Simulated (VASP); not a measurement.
Input of a VASP 6.6.1 run:

The input POSCAR:

```
P
1.0
   -1.3596649425      1.3596649425      1.3596649425
    1.3596649425     -1.3596649425      1.3596649425
    1.3596649425      1.3596649425     -1.3596649425
P
1
Direct
    0.0000000000      0.0000000000      0.0000000000
```

INCAR.step1

```
ALGO = Normal ; EDIFF = 1E-4
ENCUT = 520 ; GGA = PE
ISMEAR = 0 ; LASPH = T
LCHARG = F ; LREAL = F
LWAVE = T ; NBANDS = 8
NELM = 60 ; PREC = Accurate
SIGMA = 0.05
```

The input INCAR.step2:

```
ALGO = Normal ; EDIFF = 1E-6
ENCUT = 520 ; ISIF = 2
ISMEAR = 0 ; ISTART = 1
IVDW = 12 ; LASPH = T
LCHARG = T ; LELF = T
LMIXTAU = T ; LREAL = F
LVHAR = T ; LWAVE = F
METAGGA = R2SCAN ; NBANDS = 8
NELM = 60 ; PREC = Accurate
SIGMA = 0.05 ; VDW_A1 = 0.49484001
VDW_A2 = 5.73083694 ; VDW_S6 = 1.0
VDW_S8 = 0.78981345
```

The input KPOINTS:

```
k-points
0
Gamma
  22 22 22
```

Potentials or basis: VASP PAW PBE potentials, release 64 (P).

The run is started by

```bash
$ cat potpaw_PBE.64/P/POTCAR > POTCAR
$ cp INCAR.step1 INCAR
$ mpirun -np 1 vasp_std > vasp.out
$ cp INCAR.step2 INCAR
$ mpirun -np 1 vasp_std > vasp.out
```

Problem. Estimate the band gap on the k mesh.

Solution. Zero (an odd number of electrons rules out a gap without spin polarisation).

Problem. Predict the dispersion energy per atom.

Solution. -0.332 eV.
